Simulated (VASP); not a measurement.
# Ni (Pm-3n) in VASP: single point with r2SCAN

Aim: the single point of Ni with r2SCAN.

All numbers are computed with VASP 6.6.1; they aren't measurements. Logs are shortened: lines on timing, memory, paths and dates and some standing lists are left out, and cuts for length are marked.

## (1) The cell of the first run

Symmetry: Pm-3n, No. 223, cubic system. The conventional cell has a = 4.413 Å, b = 4.413 Å, c = 4.413 Å, α = 90.00°, β = 90.00°, γ = 90.00°. Within 3.3 Å of Ni (site symmetry m-3) lie 12 Ni at 2.47 Å. Ni (site symmetry -4m2) has 14 Ni at 2.21 to 2.70 Å within 2.9 Å.

## (2) Single point, r2SCAN, collinear spin, ferromagnetic start

The input, POSCAR:

```
Ni
1.0
    4.4126996780      0.0000000000      0.0000000000
    0.0000000000      4.4126996780      0.0000000000
    0.0000000000      0.0000000000      4.4126996780
Ni
8
Direct
    0.5000000000      0.5000000000      0.5000000000
    0.0000000000      0.0000000000      0.0000000000
    0.2500000000      0.0000000000      0.5000000000
    0.5000000000      0.2500000000      0.0000000000
    0.5000000000      0.7500000000      0.0000000000
    0.7500000000      0.0000000000      0.5000000000
    0.0000000000      0.5000000000      0.7500000000
    0.0000000000      0.5000000000      0.2500000000
```

The input, INCAR.step1:

```
SYSTEM = Ni
ALGO = Normal
EDIFF = 1E-4
ENCUT = 520
GGA = PE
ISMEAR = 0
ISPIN = 2
LASPH = .TRUE.
LCHARG = .FALSE.
LMAXMIX = 4
LREAL = .FALSE.
LWAVE = .TRUE.
MAGMOM = 2 2 2 2 2 2 2 2
NBANDS = 54
NELM = 150
PREC = Accurate
SIGMA = 0.1
```

The input, INCAR.step2:

```
SYSTEM = Ni
ALGO = Normal
EDIFF = 1E-6
ENCUT = 520
ISIF = 2
ISMEAR = 0
ISPIN = 2
ISTART = 1
LASPH = .TRUE.
LCHARG = .FALSE.
LMAXMIX = 4
LMIXTAU = .TRUE.
LORBIT = 11
LREAL = .FALSE.
LWAVE = .FALSE.
MAGMOM = 2 2 2 2 2 2 2 2
METAGGA = R2SCAN
NBANDS = 54
NELM = 150
PREC = Accurate
SIGMA = 0.1
```

The input, KPOINTS:

```
k-points
0
G
  4 4 4
  0 0 0
```

Potentials or basis: VASP PAW PBE potentials, release 64 (Ni).

Command:

```console
$ cat potpaw_PBE.64/Ni/POTCAR > POTCAR
$ cp INCAR.step1 INCAR
$ mpirun -np 1 vasp_std > vasp.out
$ cp INCAR.step2 INCAR
$ mpirun -np 1 vasp_std > vasp.out
```

OUTCAR:

```text
SYSTEM = Ni
   EDIFF = 1E-6
   ENCUT = 520
   ISIF = 2
   ISMEAR = 0
   ISPIN = 2
   ISTART = 1
   LASPH = .TRUE.
   LORBIT = 11
   LREAL = .FALSE.
   METAGGA = R2SCAN
   NELM = 150
   PREC = Accurate

 ion  position               nearest neighbor table
   1  0.500  0.500  0.500-   3 2.47   4 2.47   5 2.47   6 2.47   7 2.47   8 2.47   4 2.47   5 2.47
                             3 2.47   6 2.47   7 2.47   8 2.47
   2  0.000  0.000  0.000-   3 2.47   4 2.47   5 2.47   6 2.47   7 2.47   8 2.47   3 2.47   6 2.47
                             7 2.47   8 2.47   4 2.47   5 2.47
   3  0.250  0.000  0.500-   6 2.21   6 2.21   1 2.47   2 2.47   1 2.47   2 2.47   8 2.70   5 2.70
                             4 2.70   5 2.70   4 2.70   7 2.70   8 2.70   7 2.70
   4  0.500  0.250  0.000-   5 2.21   5 2.21   1 2.47   1 2.47   2 2.47   2 2.47   8 2.70   3 2.70
                             3 2.70   6 2.70   6 2.70   7 2.70   7 2.70   8 2.70
   5  0.500  0.750  0.000-   4 2.21   4 2.21   1 2.47   1 2.47   2 2.47   2 2.47   8 2.70   3 2.70
                             3 2.70   6 2.70   6 2.70   7 2.70   7 2.70   8 2.70
   6  0.750  0.000  0.500-   3 2.21   3 2.21   1 2.47   2 2.47   1 2.47   2 2.47   8 2.70   4 2.70
                             4 2.70   5 2.70   5 2.70   7 2.70   8 2.70   7 2.70
   7  0.000  0.500  0.750-   8 2.21   8 2.21   1 2.47   2 2.47   2 2.47   1 2.47   3 2.70   4 2.70
                             5 2.70   3 2.70   6 2.70   6 2.70   4 2.70   5 2.70
   8  0.000  0.500  0.250-   7 2.21   7 2.21   1 2.47   2 2.47   2 2.47   1 2.47   3 2.70   4 2.70
                             5 2.70   3 2.70   6 2.70   6 2.70   4 2.70   5 2.70

  LATTYP: Found a simple cubic cell.
 ALAT       =     4.4126996780

  Lattice vectors:

 A1 = (   4.4126996780,   0.0000000000,   0.0000000000)
 A2 = (   0.0000000000,   4.4126996780,   0.0000000000)
 A3 = (   0.0000000000,   0.0000000000,   4.4126996780)

Analysis of symmetry for initial positions (statically):
=====================================================================
 Subroutine PRICEL returns:
 Original cell was already a primitive cell.

 Routine SETGRP: Setting up the symmetry group for a
 simple cubic supercell.

 Subroutine GETGRP returns: Found 48 space group operations
 (whereof 24 operations were pure point group operations)
 out of a pool of 48 trial point group operations.

The static configuration has the point symmetry T_h .
 The point group associated with its full space group is O_h .

Analysis of symmetry for dynamics (positions and initial velocities):
=====================================================================
 Subroutine PRICEL returns:
 Original cell was already a primitive cell.

 Routine SETGRP: Setting up the symmetry group for a
 simple cubic supercell.

 Subroutine GETGRP returns: Found 48 space group operations
 (whereof 24 operations were pure point group operations)
 out of a pool of 48 trial point group operations.

The dynamic configuration has the point symmetry T_h .
 The point group associated with its full space group is O_h .

Analysis of structural, dynamic, and magnetic symmetry:
=====================================================================
 Subroutine PRICEL returns:
 Original cell was already a primitive cell.

 Routine SETGRP: Setting up the symmetry group for a
 simple cubic supercell.

 Subroutine GETGRP returns: Found 48 space group operations
 (whereof 24 operations were pure point group operations)
 out of a pool of 48 trial point group operations.

The overall configuration has the point symmetry T_h .
 The point group associated with its full space group is O_h .

 Subroutine INISYM returns: Found 48 space group operations
 (whereof 24 operations are pure point group operations),
 and found     1 'primitive' translations

----------------------------------------------------------------------------------------

                                     Primitive cell

  volume of cell :      85.9237

  direct lattice vectors                    reciprocal lattice vectors
     4.412699678  0.000000000  0.000000000     0.226618640  0.000000000  0.000000000
     0.000000000  4.412699678  0.000000000     0.000000000  0.226618640  0.000000000
     0.000000000  0.000000000  4.412699678     0.000000000  0.000000000  0.226618640

  length of vectors
     4.412699678  4.412699678  4.412699678     0.226618640  0.226618640  0.226618640

  position of ions in fractional coordinates (direct lattice)
     0.500000000  0.500000000  0.500000000
     0.000000000  0.000000000  0.000000000
     0.250000000  0.000000000  0.500000000
     0.500000000  0.250000000  0.000000000
[... 66 lines left out ...]
   ISPIN  =      2    spin polarized calculation?
   LNONCOLLINEAR =      F non collinear calculations
   LSORBIT =      F    spin-orbit coupling
   LASPH  =      T    aspherical Exc in radial PAW
   ENCUT  =  520.0 eV  38.22 Ry    6.18 a.u.   8.20  8.20  8.20*2*pi/ulx,y,z
   NELM   =    150;   NELMIN=  2; NELMDL=  0     # of ELM steps
   EDIFF  = 0.1E-05   stopping-criterion for ELM
   LREAL  =      F    real-space projection
   EDIFFG = 0.1E-04   stopping-criterion for IOM
   NSW    =      0    number of steps for IOM
   IBRION =     -1    ionic relax: 0-MD 1-quasi-New 2-CG
   NFREE  =      0    steps in history (QN), initial steepest desc. (CG)
   ISIF   =      2    stress and relaxation
   ISYM   =      2    0-nonsym 1-usesym 2-fastsym
   POTIM  = 0.5000    time-step for ionic-motion
   TEBEG  =    0.0;   TEEND  =   0.0 temperature during run
   PSTRESS=    0.0 pullay stress
   NELECT =      80.0000    total number of electrons
   NUPDOWN=      -1.0000    fix difference up-down
   EMIN   =  10.00;   EMAX   =-10.00  energy-range for DOS
   EFERMI =   0.00;   METHOD = LEGACY
   ISMEAR =     0;   SIGMA  =   0.10  broadening in eV -4-tet -1-fermi 0-gaus
   EFERMI_NEDOS =   21; number of points for ismear=-14 and -15
   IALGO  =     38    algorithm
   IMIX   =      4    mixing-type and parameters
     AMIX     =   0.40;   BMIX     =  1.00
     AMIX_MAG =   1.60;   BMIX_MAG =  1.00
  volume/ion in A,a.u.               =      10.74        72.48
  Fermi-wavevector in a.u.,A,eV,Ry     =   1.598578  3.020874 34.769023  2.555451
  Thomas-Fermi vector in A             =   2.696006
   LORBIT       =     11    0 simple, 1 ext, 2 COOP (PROOUT), +10 PAW based schemes
   METAGGA = R2SCAN    functional components
   LHFCALC =     F    Hartree Fock is set to
   AEXX    =    0.0000 exact exchange contribution
   IVDW    =     0    specifies the selected vdW correction
   LEPSILON=     F    determine dielectric tensor
   LRPA    =     F    only Hartree local field effects (RPA)
 spin polarized calculation
 Gauss-broadening in eV      SIGMA  =   0.10
  energy-cutoff  :      520.00
  volume of cell :       85.92
 maximum number of plane-waves:      2360
 NGX is ok and might be reduce to    36
   NGX = 17   NGY = 17   NGZ = 17

 number of electron      79.9999947 magnetization       5.6763725

 Free energy of the ion-electron system (eV)
  ---------------------------------------------------
  ext. energy  EPLUGINS =         0.00000000
  ---------------------------------------------------
  free energy    TOTEN  =       -94.25187074 eV

  energy without entropy =      -94.16343660  energy(sigma->0) =      -94.20765367

 E-fermi :   9.5514     XC(G=0): -14.4538

 val. band max:        9.5501876100   @ k =   0.2500   0.2500   0.2500
 cond. band min:       9.5696481275   @ k =   0.5000   0.5000   0.2500
 fundamental gap:      0.0194605175
 Fermi energy:         9.5514239953

 spin component 1

 k-point     1 :       0.0000    0.0000    0.0000
  band No.  band energies     occupation
      1       0.0077      1.00000
      2       4.1588      1.00000
      3       4.1588      1.00000
      4       4.8542      1.00000
      5       5.0140      1.00000
      6       5.0140      1.00000
[... 539 lines left out ...]
     51      24.3483      0.00000
     52      24.3483      0.00000
 Fermi energy:         9.5514239953

 spin component 2

 k-point     1 :       0.0000    0.0000    0.0000
  band No.  band energies     occupation
      1      -0.2234      1.00000
      2       4.5728      1.00000
      3       4.5728      1.00000
      4       5.2374      1.00000
      5       5.9453      1.00000
      6       6.0097      1.00000
[... 539 lines left out ...]
     51      24.5064      0.00000
     52      24.5064      0.00000
 [bands above 52 left out]

------------------------ aborting loop because EDIFF is reached ----------------------------------------

  FORCE on cell =-STRESS in cart. coord.  units (eV):
  Direction    XX          YY          ZZ          XY          YZ          ZX
  --------------------------------------------------------------------------------------
  -------------------------------------------------------------------------------------
  Total        0.5484618      0.5484618      0.5484618      0.0000000      0.0000000     -0.0000000
  in kB       10.2268955     10.2268955     10.2268955      0.0000000      0.0000000     -0.0000000
  external PRESSURE =      10.2268955 kB  Pullay stress =       0.0000000 kB

 VOLUME and BASIS-vectors are now :
 -----------------------------------------------------------------------------
  energy-cutoff  :      520.00
  volume of cell :       85.92
      direct lattice vectors                 reciprocal lattice vectors
     4.412699678  0.000000000  0.000000000     0.226618640  0.000000000  0.000000000
     0.000000000  4.412699678  0.000000000     0.000000000  0.226618640  0.000000000
     0.000000000  0.000000000  4.412699678     0.000000000  0.000000000  0.226618640

 POSITION                                       TOTAL-FORCE (eV/Angst)
 -----------------------------------------------------------------------------------
      2.20635      2.20635      2.20635        -0.000000      0.000000      0.000000
      0.00000      0.00000      0.00000        -0.000000      0.000000      0.000000
      1.10317      0.00000      2.20635        -0.000000     -0.000000     -0.000000
      2.20635      1.10317      0.00000        -0.000000     -0.000000     -0.000000
      2.20635      3.30952      0.00000         0.000000      0.000000     -0.000000
      3.30952      0.00000      2.20635         0.000000      0.000000     -0.000000
      0.00000      2.20635      3.30952         0.000000      0.000000      0.000000
      0.00000      2.20635      1.10317        -0.000000     -0.000000     -0.000000
 -----------------------------------------------------------------------------------
    total drift:                                0.000000      0.000000     -0.000000

  FREE ENERGIE OF THE ION-ELECTRON SYSTEM (eV)
  ---------------------------------------------------
  free  energy   TOTEN  =       -94.2518707407 eV

  energy  without entropy=      -94.1634366012  energy(sigma->0) =      -94.20765367

 total charge

# of ion       s       p       d       tot
------------------------------------------
    1        0.527   0.542   8.328   9.396
    2        0.527   0.542   8.328   9.396
    3        0.518   0.527   8.348   9.393
    4        0.518   0.527   8.348   9.393
    5        0.518   0.527   8.348   9.393
    6        0.518   0.527   8.348   9.393
    7        0.518   0.527   8.348   9.393
    8        0.518   0.527   8.348   9.393
--------------------------------------------------
tot          4.161   4.247  66.741  75.149

 magnetization (x)

# of ion       s       p       d       tot
------------------------------------------
    1       -0.009  -0.045   0.780   0.726
    2       -0.009  -0.045   0.780   0.726
    3       -0.005  -0.038   0.772   0.729
    4       -0.005  -0.038   0.772   0.729
    5       -0.005  -0.038   0.772   0.729
    6       -0.005  -0.038   0.772   0.729
    7       -0.005  -0.038   0.772   0.729
    8       -0.005  -0.038   0.772   0.729
--------------------------------------------------
tot         -0.049  -0.316   6.190   5.825
```

Wall time 37 min (1 thread of Oxide Virtual Turin-like, shared host); peak memory 0.27 GiB.

What came out:

```yaml
Free_energy: -94.2519 eV
Pressure: 1.0 GPa
Net_moment: 5.68 μB per cell
Site_moments: Ni +0.73 μB
Valence_electrons_inside_the_program's_atomic_spheres: Ni 9.40, 9.39
```

Levels at points of the mesh, in eV from the Fermi level:
Spin up:
```tsv
k point	band 40	band 41	band 42	band 43	band 44	band 45
(0.00, 0.00, 0.00)	-1.03	-1.03	0.84	0.84	0.84	2.44
(0.50, 0.00, 0.00)	-1.03	-0.65	-0.65	1.69	1.69	2.27
(0.50, 0.50, 0.00)	-0.95	-0.94	-0.87	-0.87	-0.57	2.16
(0.50, 0.50, 0.50)	-1.24	-0.11	-0.11	-0.11	-0.11	-0.11
```
Spin down:
| k point | band 35 | band 36 | band 37 | band 38 | band 39 | band 40 |
| --- | --- | --- | --- | --- | --- | --- |
| (0.00, 0.00, 0.00) | -0.52 | 0.14 | 0.14 | 0.14 | 0.25 | 0.25 |
| (0.50, 0.00, 0.00) | -0.07 | -0.07 | -0.05 | -0.05 | 0.24 | 0.24 |
| (0.50, 0.50, 0.00) | -0.14 | -0.03 | -0.03 | -0.03 | 0.16 | 0.16 |
| (0.50, 0.50, 0.50) | -0.30 | -0.30 | 0.05 | 0.05 | 0.05 | 0.05 |

Caveat: the PAW data sets were made with another functional, which shifts forces and pressure a little.
